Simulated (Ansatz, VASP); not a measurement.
## SrCl2: VASP beside Ansatz

The input POSCAR:

```
SrCl2
1.0
    0.0000000000      3.4277637235      3.5341087098
    3.4277637235      0.0000000000      3.5341087098
    3.4277637235      3.4277637235      0.0000000000
Sr Cl
1 2
Direct
    0.0000000000      0.0000000000      0.0000000000
    0.2500000000      0.2500000000      0.2500000000
    0.7500000000      0.7500000000      0.7500000000
```

The input INCAR.step1:

```
SYSTEM = SrCl2
PREC     = Accurate       ! precision mode
ENCUT    = 520            ! plane-wave cutoff, eV
ISMEAR   = 0              ! smearing method
SIGMA    = 0.01           ! smearing width, eV
LREAL    = .False.        ! projectors in reciprocal space
LASPH    = .True.         ! aspherical terms in the spheres
NELM     = 80             ! most SCF steps
NBANDS   = 19             ! bands
GGA      = PE             ! functional
ALGO     = Normal         ! electronic algorithm
EDIFF    = 1E-4           ! SCF threshold, eV
LWAVE    = .True.         ! write WAVECAR
LCHARG   = .False.        ! write CHGCAR
```

Contents of INCAR.step2:

```
SYSTEM = SrCl2
PREC     = Accurate       ! precision mode
ENCUT    = 520            ! plane-wave cutoff, eV
EDIFF    = 1E-7           ! SCF threshold, eV
ISMEAR   = 0              ! smearing method
SIGMA    = 0.01           ! smearing width, eV
LREAL    = .False.        ! projectors in reciprocal space
LASPH    = .True.         ! aspherical terms in the spheres
NELM     = 80             ! most SCF steps
ALGO     = Normal         ! electronic algorithm
ISIF     = 2              ! what is computed and relaxed
LWAVE    = .False.        ! write WAVECAR
LCHARG   = .True.         ! write CHGCAR
METAGGA  = R2SCAN         ! meta-GGA
LMIXTAU  = .True.       
LELF     = .True.         ! ELF
LVHAR    = .True.       
NBANDS   = 19             ! bands
ISTART   = 1
```

File KPOINTS:

```
regular mesh
0
Gamma
  6 6 6
  0 0 0
```

Input for Ansatz:

```yaml
crystal:
  lattice:
    - [0.0, 3.4277637235, 3.5341087098]
    - [3.4277637235, 0.0, 3.5341087098]
    - [3.4277637235, 3.4277637235, 0.0]
  atoms:
    - { symbol: Sr, position: [0.0, 0.0, 0.0] }
    - { symbol: Cl, position: [0.25, 0.25, 0.25] }
    - { symbol: Cl, position: [0.75, 0.75, 0.75] }
kpoints:
  mp_grid: { grid: [6, 6, 6] }
  band_path:
    path:
      - [0.0, 0.0, 0.0]
      - [0.5, 0.0, 0.5]
      - [0.625, 0.25, 0.625]
      - [0.375, 0.375, 0.75]
      - [0.5, 0.5, 0.5]
      - [0.5, 0.25, 0.75]
      - [0.0, 0.5, 0.5]
    npoints: 1
hamiltonian:
  xc: r2scan
scf:
  occupations: { method: fixed }
  n_extra_bands: 4
output:
  forces: true
  stress: true
  eigenvalues: true
```

Change from the starting cell: epitaxial_xy strain -2.0%.

Alike in both runs: task single point; functional r2SCAN; k mesh 6 × 6 × 6; no spin polarisation.

|  | VASP | Ansatz |
| --- | --- | --- |
| version | VASP 6.6.1 | Ansatz 0.2.0 |
| potentials or method | VASP PAW PBE potentials, release 64 (Sr_sv, Cl) | plane waves, PAW |
| plane-wave cutoff (eV) | 520 | 500 |
| occupations | gaussian, width 0.01 eV | fixed |
| valence electrons in the cell | 24 | 24 |

```csv
,VASP,Ansatz,Ansatz less VASP
gap on the k mesh at the Fermi level (eV),5.90,5.90,-0.001
pressure (GPa),1.3,1.2,-0.06
"traceless stress, the component that is largest in VASP (GPa)",-1.14,-1.15,-0.007
```

VASP's potentials were made for PBE, not for r2SCAN.
